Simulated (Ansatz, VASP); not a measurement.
# One calculation of Ti2In, two programs

INCAR

```
  PREC = Accurate
  ENCUT = 600
  EDIFF = 1E-6
  ISMEAR = 0
  SIGMA = 0.1
  LREAL = F
  LASPH = T
  NELM = 150
  ALGO = Normal
  ISIF = 3
  LWAVE = F
  LCHARG = F
  ISPIN = 2
  MAGMOM = 0.78 0.78 0
  LORBIT = 11
  LMAXMIX = 4
  GGA = PE
  IBRION = 2
  NSW = 100
  EDIFFG = -0.01
```

The input KPOINTS:

```
Automatic mesh
0
Gamma
  12 12 12
```

File POSCAR:

```
Ti2In
1.0
    0.0000000000      3.2245061116      3.2245061116
    3.2245061116      0.0000000000      3.2245061116
    3.2245061116      3.2245061116      0.0000000000
Ti In
2 1
Direct
    0.7500000000      0.7500000000      0.7500000000
    0.2500000000      0.2500000000      0.2500000000
    0.5000000000      0.5000000000      0.5000000000
```

Input for Ansatz:

```yaml
crystal:
  lattice:
    - [0.0, 3.2245061116, 3.2245061116]
    - [3.2245061116, 0.0, 3.2245061116]
    - [3.2245061116, 3.2245061116, 0.0]
  atoms:
    - { symbol: Ti, position: [0.75, 0.75, 0.75], spin: 0.78 }
    - { symbol: Ti, position: [0.25, 0.25, 0.25], spin: 0.78 }
    - { symbol: In, position: [0.5, 0.5, 0.5] }
basis:
  ecutwfc: 420
kpoints:
  mp_grid: { grid: [12, 12, 12] }
hamiltonian:
  xc: pbe
scf:
  occupations: { method: gaussian, width: 0.1 }
output:
  forces: true
  stress: true
  eigenvalues: true
  populations: true
magnetization:
  spin_polarized: true
relax:
  adjacent_minimum: "off"
  f_tol: 0.01
  max_steps: 80
  cell: { stress_tol: 0.05 }
```

Alike in both runs: task relaxation of cell and atoms; functional PBE; k mesh 12 × 12 × 12; occupations gaussian, width 0.1 eV; collinear spin.

```csv
,VASP,Ansatz
version,VASP 6.6.1,Ansatz 0.2.0
potentials or method,"VASP PAW PBE potentials, release 64 (Ti_sv, In_d), cutoff 600 eV","scalar-relativistic, plane waves, PAW"
valence electrons in the cell,37,37
```

```csv
,VASP,Ansatz,Ansatz less VASP
"gap on the k mesh at the Fermi level, each at its own relaxed structure (eV)",none,none,-
net moment per atom (μB),0.26,0.62,+0.359
size of the moment on the site where the two differ most (μB),0.30,0.72,+0.417
relaxed volume (Å³/atom),22.38,22.71,+0.329
relaxed cell length with the largest relative difference (Å),4.562,4.585,+0.0222
```

The net moments are unlike, so the other rows may belong to different states. Site moments also hang on the region over which each program counts them. A gap of «none» marks a metal or a gap that the smearing closes.
